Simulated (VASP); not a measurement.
## Al2O: single point with PBE

The system is Al2O.

```
Al O
1.0
    -1.98672    1.98672    2.90444
     1.98672   -1.98672    2.90444
     1.98672    1.98672   -2.90444
Al O
2 1
Direct
  0.50000 0.00000 0.50000
  0.00000 0.50000 0.50000
  0.50000 0.50000 0.00000
```

```yaml
Program: VASP 6.6.1
Task: single point
Functional: PBE
Potentials_or_basis: VASP PAW PBE potentials, release 64 (Al, O)
Cutoff: 520 eV
k_mesh: 6 × 6 × 6
Occupations: gaussian, width 0.1 eV
Spin: collinear spin, ferromagnetic start
Starting_moments: "[0.0, 0.0, 1.0] μB"
Dipole_correction: no
Further_INCAR_settings: ALGO = Normal; EDIFF = 1e-06; NBANDS = 17
```

```yaml
Pressure: -0.3 GPa
Band_gap_on_the_k_mesh: zero (filled and empty bands overlap)
Net_moment: 0.00 μB per cell
Valence_electrons_inside_the_program's_atomic_spheres: Al 0.72; O 5.06
```

Levels at points of the mesh, in eV from the Fermi level:
Spin up:
```tsv
k point	band 2	band 3	band 4	band 5	band 6	band 7	band 8	band 9	band 10	band 11
(0.00, 0.00, 0.00)	-6.30	-6.25	-6.25	-3.95	2.63	4.58	5.22	5.22	5.26	5.26
(0.50, 0.00, 0.00)	-8.32	-6.34	-4.62	-2.93	-0.80	2.37	2.90	3.67	7.46	8.20
(0.50, 0.50, 0.00)	-8.27	-7.05	-4.49	-2.64	-0.59	-0.05	3.51	5.10	5.55	10.11
(0.50, 0.50, 0.50)	-6.73	-6.73	-6.28	-3.14	-0.69	0.60	3.57	3.57	9.06	9.10
```
Spin down:
| k point | band 4 | band 5 | band 6 | band 7 | band 8 | band 9 |
| --- | --- | --- | --- | --- | --- | --- |
| (0.00, 0.00, 0.00) | -6.25 | -3.95 | 2.63 | 4.58 | 5.22 | 5.22 |
| (0.50, 0.00, 0.00) | -4.62 | -2.93 | -0.80 | 2.37 | 2.90 | 3.67 |
| (0.50, 0.50, 0.00) | -4.49 | -2.64 | -0.59 | -0.05 | 3.51 | 5.10 |
| (0.50, 0.50, 0.50) | -6.28 | -3.14 | -0.69 | 0.60 | 3.57 | 3.57 |

Run time: 54 s on 1 thread of Intel(R) Xeon(R) Platinum 8375C CPU @ 2.90GHz (Ice Lake), on a shared host, peak memory 0.19 GiB.

Caveat: the k points lie up to 0.37 Å⁻¹ apart.
